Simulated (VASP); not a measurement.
# ZnSe (I-4m2) in VASP: further runs

ZnSe is run at these levels: r2SCAN; tasks: single point.

Program: VASP 6.6.1. These are calculated values, not measurements. Logs are shortened: lines on timing, memory, paths and dates and some standing lists are left out, and cuts for length are marked.

### Step 1. The cell of the first run

The structure is tetragonal, space group I-4m2 (No. 119). Conventional cell: a = 4.006 Å, b = 4.006 Å, c = 5.495 Å, α = 90.00°, β = 90.00°, γ = 90.00°. Within 3.2 Å of Zn (site symmetry -4m2) lie 4 Se at 2.43 Å. Se (site symmetry -4m2) has 4 Zn at 2.43 Å within 3.2 Å.

### Step 2. Single point, r2SCAN, non-collinear spin, zero start, spin-orbit coupling (uniaxial z strain -3.0%)

Contents of POSCAR:

```
ZnSe
1.0
    0.0000000000      2.8324206844      2.7474480639
    2.8324206844      0.0000000000      2.7474480639
    2.8324206844      2.8324206844      0.0000000000
Zn Se
1 1
Direct
    0.0000000000      0.0000000000      0.0000000000
    0.2500000000      0.2500000000      0.2500000000
```

Contents of INCAR.step1:

```
PREC = Accurate
ENCUT = 520
ISMEAR = 0
SIGMA = 0.01
LREAL = F
LASPH = T
NELM = 150
LNONCOLLINEAR = T
MAGMOM = 0 0 0 0 0 0
LSORBIT = T
GGA_COMPAT = F
NBANDS = 30
GGA = PE
ALGO = Normal
EDIFF = 1E-4
LWAVE = T
LCHARG = F
```

Contents of INCAR.step2:

```
PREC = Accurate
ENCUT = 520
EDIFF = 1E-7
ISMEAR = 0
SIGMA = 0.01
LREAL = F
LASPH = T
NELM = 150
ALGO = Normal
ISIF = 2
LWAVE = F
LCHARG = T
LNONCOLLINEAR = T
MAGMOM = 0 0 0 0 0 0
LORBIT = 11
LSORBIT = T
GGA_COMPAT = F
LORBMOM = T
METAGGA = R2SCAN
LMIXTAU = T
LVHAR = T
NBANDS = 30
ISTART = 1
```

Contents of KPOINTS:

```
Automatic mesh
0
Gamma
  8 8 8
```

Potentials or basis: VASP PAW PBE potentials, release 64 (Zn, Se).

Command:

```console
$ cat potpaw_PBE.64/Zn/POTCAR potpaw_PBE.64/Se/POTCAR > POTCAR
$ cp INCAR.step1 INCAR
$ mpirun -np 1 vasp_ncl > vasp.out
$ cp INCAR.step2 INCAR
$ mpirun -np 1 vasp_ncl > vasp.out
```

OUTCAR:

```text
PREC = Accurate
   ENCUT = 520
   EDIFF = 1E-7
   ISMEAR = 0
   LREAL = F
   LASPH = T
   NELM = 150
   ISIF = 2
   LNONCOLLINEAR = T
   LORBIT = 11
   LSORBIT = T
   METAGGA = R2SCAN
   ISTART = 1

 ion  position               nearest neighbor table
   1  0.000  0.000  0.000-   2 2.43   2 2.43   2 2.43   2 2.43
   2  0.250  0.250  0.250-   1 2.43   1 2.43   1 2.43   1 2.43

  LATTYP: Found a body centered tetragonal cell.
 ALAT       =     4.0056477462
 C/A-ratio  =     1.3717871555

  Lattice vectors:

 A1 = (   0.0000000000,  -2.8324206844,  -2.7474480639)
 A2 = (   0.0000000000,   2.8324206844,  -2.7474480639)
 A3 = (   2.8324206844,   0.0000000000,   2.7474480639)

Analysis of symmetry for initial positions (statically):
=====================================================================
 Subroutine PRICEL returns:
 Original cell was already a primitive cell.

 Routine SETGRP: Setting up the symmetry group for a
 body centered tetragonal supercell.

 Subroutine GETGRP returns: Found  8 space group operations
 (whereof  8 operations were pure point group operations)
 out of a pool of 16 trial point group operations.

The static configuration has the point symmetry D_2d.

Analysis of symmetry for dynamics (positions and initial velocities):
=====================================================================
 Subroutine PRICEL returns:
 Original cell was already a primitive cell.

 Routine SETGRP: Setting up the symmetry group for a
 body centered tetragonal supercell.

 Subroutine GETGRP returns: Found  8 space group operations
 (whereof  8 operations were pure point group operations)
 out of a pool of 16 trial point group operations.

The dynamic configuration has the point symmetry D_2d.

Analysis of structural, dynamic, and magnetic symmetry:
=====================================================================
 Subroutine PRICEL returns:
 Original cell was already a primitive cell.

 Routine SETGRP: Setting up the symmetry group for a
 body centered tetragonal supercell.

 Subroutine GETGRP returns: Found  8 space group operations
 (whereof  8 operations were pure point group operations)
 out of a pool of 16 trial point group operations.

The overall configuration has the point symmetry D_2d.

 Subroutine INISYM returns: Found  8 space group operations
 (whereof  8 operations are pure point group operations),
 and found     1 'primitive' translations

----------------------------------------------------------------------------------------

                                     Primitive cell

  volume of cell :      44.0834

  direct lattice vectors                    reciprocal lattice vectors
     0.000000000  2.832420684  2.747448064    -0.176527450  0.176527450  0.181987062
     2.832420684  0.000000000  2.747448064     0.176527450 -0.176527450  0.181987062
     2.832420684  2.832420684  0.000000000     0.176527450  0.176527450 -0.181987062

  length of vectors
     3.946020501  3.946020501  4.005647746     0.308938783  0.308938783  0.308938783

  position of ions in fractional coordinates (direct lattice)
     0.000000000  0.000000000  0.000000000
     0.250000000  0.250000000  0.250000000

  ion indices of the primitive-cell ions
   primitive index   ion index
                 1           1
                 2           2

----------------------------------------------------------------------------------------

 KPOINTS: Automatic mesh

Automatic generation of k-mesh.
 Grid dimensions read from file:
 generate k-points for:    8    8    8

 Generating k-lattice:

  Cartesian coordinates                     Fractional coordinates (reciprocal lattice)
    -0.022065931  0.022065931  0.022748383     0.125000000 -0.000000000  0.000000000
     0.022065931 -0.022065931  0.022748383    -0.000000000  0.125000000  0.000000000
     0.022065931  0.022065931 -0.022748383     0.000000000  0.000000000  0.125000000

  Length of vectors
     0.038617348  0.038617348  0.038617348

[... 96 lines left out ...]

 Free energy of the ion-electron system (eV)
  ---------------------------------------------------
  ext. energy  EPLUGINS =         0.00000000
  ---------------------------------------------------
  free energy    TOTEN  =       -24.91736906 eV

  energy without entropy =      -24.91736906  energy(sigma->0) =      -24.91736906

 E-fermi :   1.8724     XC(G=0): -10.0775

 val. band max:        1.7454649320   @ k =   0.0000   0.0000   0.0000
 cond. band min:       3.5830089751   @ k =   0.0000   0.0000   0.0000
 fundamental gap:      1.8375440431
 Fermi energy:         1.8724112316

 k-point     1 :       0.0000    0.0000    0.0000
  band No.  band energies     occupation
      1     -12.3500      1.00000
      2     -12.3500      1.00000
      3      -5.3443      1.00000
      4      -5.3443      1.00000
      5      -5.3368      1.00000
      6      -5.3368      1.00000
[... 781 lines left out ...]
     29      15.7088      0.00000
     30      15.7112      0.00000

 [... further k-points ...]

------------------------ aborting loop because EDIFF is reached ----------------------------------------

  FORCE on cell =-STRESS in cart. coord.  units (eV):
  Direction    XX          YY          ZZ          XY          YZ          ZX
  --------------------------------------------------------------------------------------
  -------------------------------------------------------------------------------------
  Total        0.5152498      0.5152498      0.8069767      0.0000000      0.0000000      0.0000000
  in kB       18.7263633     18.7263633     29.3289529      0.0000000      0.0000000      0.0000000
  external PRESSURE =      22.2605598 kB  Pullay stress =       0.0000000 kB

 VOLUME and BASIS-vectors are now :
 -----------------------------------------------------------------------------
  energy-cutoff  :      520.00
  volume of cell :       44.08
      direct lattice vectors                 reciprocal lattice vectors
     0.000000000  2.832420684  2.747448064    -0.176527450  0.176527450  0.181987062
     2.832420684  0.000000000  2.747448064     0.176527450 -0.176527450  0.181987062
     2.832420684  2.832420684  0.000000000     0.176527450  0.176527450 -0.181987062

 POSITION                                       TOTAL-FORCE (eV/Angst)
 -----------------------------------------------------------------------------------
      0.00000      0.00000      0.00000        -0.000000     -0.000000     -0.000000
      1.41621      1.41621      1.37372         0.000000      0.000000      0.000000
 -----------------------------------------------------------------------------------
    total drift:                               -0.000000     -0.000000     -0.000001

  FREE ENERGIE OF THE ION-ELECTRON SYSTEM (eV)
  ---------------------------------------------------
  free  energy   TOTEN  =       -24.9173690645 eV

  energy  without entropy=      -24.9173690645  energy(sigma->0) =      -24.91736906

 orbital moment (x)

 # of ion     p       d       tot
 ----------------------------------------
  1         0.000   0.000   0.000
  2        -0.000  -0.000  -0.000
 ----------------------------------------
            0.000   0.000   0.000

 orbital moment (y)

 # of ion     p       d       tot
 ----------------------------------------
  1        -0.000   0.000   0.000
  2        -0.000  -0.000  -0.000
 ----------------------------------------
           -0.000   0.000   0.000

 orbital moment (z)

 # of ion     p       d       tot
 ----------------------------------------
  1         0.000  -0.000  -0.000
  2         0.000   0.000   0.000
 ----------------------------------------
            0.000  -0.000  -0.000

 Spin-Orbit-Coupling matrix elements

 Ion:    1  E_soc:     -0.0083575
 l=   1
     0.0000000    -0.0004555    -0.0004553
    -0.0004555     0.0000000    -0.0004555
    -0.0004553    -0.0004555     0.0000000
 l=   2
     0.0000000    -0.0001915     0.0000000    -0.0001915    -0.0007456
    -0.0001915     0.0000000    -0.0005595    -0.0001914    -0.0001867
     0.0000000    -0.0005595     0.0000000    -0.0005595     0.0000000
    -0.0001915    -0.0001914    -0.0005595     0.0000000    -0.0001867
    -0.0007456    -0.0001867     0.0000000    -0.0001867     0.0000000
 l=   3
     0.0000000     0.0000000     0.0000000     0.0000000     0.0000000     0.0000000     0.0000000
     0.0000000     0.0000000     0.0000000     0.0000000     0.0000000     0.0000000     0.0000000
     0.0000000     0.0000000     0.0000000     0.0000000     0.0000000     0.0000000     0.0000000
     0.0000000     0.0000000     0.0000000     0.0000000     0.0000000     0.0000000     0.0000000
     0.0000000     0.0000000     0.0000000     0.0000000     0.0000000     0.0000000     0.0000000
     0.0000000     0.0000000     0.0000000     0.0000000     0.0000000     0.0000000     0.0000000
     0.0000000     0.0000000     0.0000000     0.0000000     0.0000000     0.0000000     0.0000000

 Ion:    2  E_soc:     -0.0343525
 l=   1
     0.0000000    -0.0057291    -0.0056930
    -0.0057291     0.0000000    -0.0057291
    -0.0056930    -0.0057291     0.0000000
 l=   2
     0.0000000    -0.0000040     0.0000000    -0.0000040    -0.0000043
    -0.0000040     0.0000000    -0.0000032    -0.0000040    -0.0000011
     0.0000000    -0.0000032     0.0000000    -0.0000032     0.0000000
    -0.0000040    -0.0000040    -0.0000032     0.0000000    -0.0000011
    -0.0000043    -0.0000011     0.0000000    -0.0000011     0.0000000
 l=   3
     0.0000000     0.0000000     0.0000000     0.0000000     0.0000000     0.0000000     0.0000000
     0.0000000     0.0000000     0.0000000     0.0000000     0.0000000     0.0000000     0.0000000
     0.0000000     0.0000000     0.0000000     0.0000000     0.0000000     0.0000000     0.0000000
     0.0000000     0.0000000     0.0000000     0.0000000     0.0000000     0.0000000     0.0000000
     0.0000000     0.0000000     0.0000000     0.0000000     0.0000000     0.0000000     0.0000000
     0.0000000     0.0000000     0.0000000     0.0000000     0.0000000     0.0000000     0.0000000
     0.0000000     0.0000000     0.0000000     0.0000000     0.0000000     0.0000000     0.0000000

 total charge

# of ion       s       p       d       tot
------------------------------------------
    1        0.520   0.468   9.806  10.794
    2        1.430   2.501   0.033   3.964
--------------------------------------------------
tot          1.949   2.970   9.839  14.758

 magnetization (x)

# of ion       s       p       d       tot
------------------------------------------
    1       -0.000   0.000  -0.000   0.000
    2       -0.000  -0.000  -0.000  -0.000
--------------------------------------------------
tot         -0.000   0.000  -0.000  -0.000

 magnetization (y)

# of ion       s       p       d       tot
------------------------------------------
    1        0.000  -0.000   0.000  -0.000
    2        0.000   0.000   0.000   0.000
--------------------------------------------------
tot          0.000  -0.000   0.000  -0.000

 magnetization (z)

# of ion       s       p       d       tot
------------------------------------------
    1        0.000   0.000  -0.000   0.000
    2        0.000  -0.000   0.000  -0.000
--------------------------------------------------
tot          0.000   0.000  -0.000   0.000
```

Wall time 34 min (1 thread of Oxide Virtual Turin-like, shared host); peak memory 0.41 GiB.

Results:

| Item | Value |
| --- | --- |
| Free energy | -24.9174 eV |
| Pressure | 2.2 GPa |
| Net moment | 0.00 μB per cell |
| Valence electrons inside the program's atomic spheres | Zn 10.79; Se 3.96 |

Moments on the atoms (μB; x, y, z):
```
Zn  0.00 0.00 0.00
Se  0.00 0.00 0.00
```

Caveat: the cell differs from its parent crystal (uniaxial z strain -3.0%); the PAW data sets were made with another functional, which shifts forces and pressure a little.

### Step 3. Single point, r2SCAN, non-collinear spin, zero start, spin-orbit coupling (uniaxial z strain -2.0%)

Contents of POSCAR:

```
ZnSe
1.0
    0.0000000000      2.8324206844      2.7757722707
    2.8324206844      0.0000000000      2.7757722707
    2.8324206844      2.8324206844      0.0000000000
Zn Se
1 1
Direct
    0.0000000000      0.0000000000      0.0000000000
    0.2500000000      0.2500000000      0.2500000000
```

Contents of INCAR.step1:

```
SYSTEM = ZnSe
  ALGO = Normal
  EDIFF = 1E-4
  ENCUT = 520
  GGA = PE
  GGA_COMPAT = .False.
  ISMEAR = 0
  LASPH = .True.
  LCHARG = .False.
  LREAL = .False.
  LSORBIT = .True.
  LWAVE = .True.
  MAGMOM = 0 0 0 0 0 0
  NBANDS = 30
  NELM = 150
  PREC = Accurate
  SIGMA = 0.01
```

Contents of INCAR.step2:

```
SYSTEM = ZnSe
  ALGO = Normal
  EDIFF = 1E-6
  ENCUT = 520
  GGA_COMPAT = .False.
  ISIF = 2
  ISMEAR = 0
  ISTART = 1
  LASPH = .True.
  LCHARG = .False.
  LMIXTAU = .True.
  LORBIT = 11
  LORBMOM = .True.
  LREAL = .False.
  LSORBIT = .True.
  LWAVE = .False.
  MAGMOM = 0 0 0 0 0 0
  METAGGA = R2SCAN
  NBANDS = 30
  NELM = 150
  PREC = Accurate
  SIGMA = 0.01
```

Contents of KPOINTS:

```
k-points
0
Gamma
  8 8 8
  0 0 0
```

Potentials or basis: VASP PAW PBE potentials, release 64 (Zn, Se).

Command:

```console
$ cat potpaw_PBE.64/Zn/POTCAR potpaw_PBE.64/Se/POTCAR > POTCAR
$ cp INCAR.step1 INCAR
$ mpirun -np 1 vasp_ncl > vasp.out
$ cp INCAR.step2 INCAR
$ mpirun -np 1 vasp_ncl > vasp.out
```

Wall time 30 min (1 thread of Oxide Virtual Turin-like, shared host); peak memory 0.4 GiB.

It converged, with:

```yaml
Free_energy: -24.9242 eV
Pressure: 1.5 GPa
Net_moment: 0.00 μB per cell
Valence_electrons_inside_the_program's_atomic_spheres: Zn 10.78; Se 3.96
```

Stress tensor (GPa, compression positive):
```
1.30 0.00 0.00
0.00 1.30 0.00
0.00 0.00 2.05
```

Moments on the atoms (μB; x, y, z):
```
Zn  0.00 0.00 0.00
Se  0.00 0.00 0.00
```

Caveat: the cell differs from its parent crystal (uniaxial z strain -2.0%); the PAW data sets were made with another functional, which shifts forces and pressure a little.
